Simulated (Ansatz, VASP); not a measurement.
This is a calculation of Si for Ansatz 0.2.0.

File input:

```
crystal:
  lattice:
    - [3.90575, 0.0, 0.0]
    - [-1.95287, 3.38248, 0.0]
    - [0.0, 0.0, 4.11666]
  atoms:
    - { symbol: Si, position: [0.0, 0.5, 0.33333] }
    - { symbol: Si, position: [0.5, 0.5, 0.66667] }
    - { symbol: Si, position: [0.5, 0.0, 0.0] }
hamiltonian:
  xc: { exchange: pbe, correlation: pbe, exx: { coeff: 0.05, omega: 0.2 } }
  pseudopotentials: { kind: paw }
kpoints:
  mp_grid: { grid: [4, 4, 4] }
scf:
  occupations: { method: fermi_dirac, width: 0.05 }
output:
  forces: true
  stress: true
  eigenvalues: true
```

Q: Set up the same calculation for VASP 6.6.1. Potentials there: VASP PAW PBE potentials, release 64 (Si).

A: As run (the cutoff follows the program's own potentials):

File POSCAR:

```
Si
1.0
    3.9057500000      0.0000000000      0.0000000000
   -1.9528700000      3.3824800000      0.0000000000
    0.0000000000      0.0000000000      4.1166600000
Si
3
Direct
    0.0000000000      0.5000000000      0.3333300000
    0.5000000000      0.5000000000      0.6666700000
    0.5000000000      0.0000000000      0.0000000000
```

INCAR.step1

```
  ALGO = Normal
  EDIFF = 1E-5
  ENCUT = 520
  GGA = PE
  ISIF = 2
  ISMEAR = -1
  LASPH = True
  LREAL = False
  LWAVE = True
  NBANDS = 13
  NELM = 80
  PREC = Accurate
  SIGMA = 0.05
```

The input INCAR.step2:

```
  AEXX = 0.05
  ALGO = Normal
  EDIFF = 1E-6
  ENCUT = 520
  GGA = PE
  HFSCREEN = 0.2
  ISIF = 2
  ISMEAR = -1
  ISTART = 1
  LASPH = True
  LCHARG = True
  LELF = True
  LHFCALC = True
  LREAL = False
  LVHAR = True
  LWAVE = False
  NBANDS = 13
  NELM = 80
  PREC = Accurate
  PRECFOCK = Normal
  SIGMA = 0.05
```

The input KPOINTS:

```
k-points
0
Gamma
  4 4 4
```

Potentials or basis: VASP PAW PBE potentials, release 64 (Si).

The run is started by

```console
$ cat potpaw_PBE.64/Si/POTCAR > POTCAR
$ cp INCAR.step1 INCAR
$ mpirun -np 1 vasp_std > vasp.out
$ cp INCAR.step2 INCAR
$ mpirun -np 1 vasp_std > vasp.out
```

Both were run:

|  | VASP | Ansatz | Ansatz less VASP |
| --- | --- | --- | --- |
| gap on the k mesh at the Fermi level (eV) | none | none | - |
| pressure (GPa) | -0.9 | -0.7 | +0.15 |
| traceless stress, the component that is largest in VASP (GPa) | -1.41 | -1.43 | -0.014 |

VASP's potentials were made for PBE, not for PBE-based screened hybrid. A gap of «none» marks a metal or a gap that the smearing closes.

The k mesh is coarse, so the values compare programs but aren't converged.
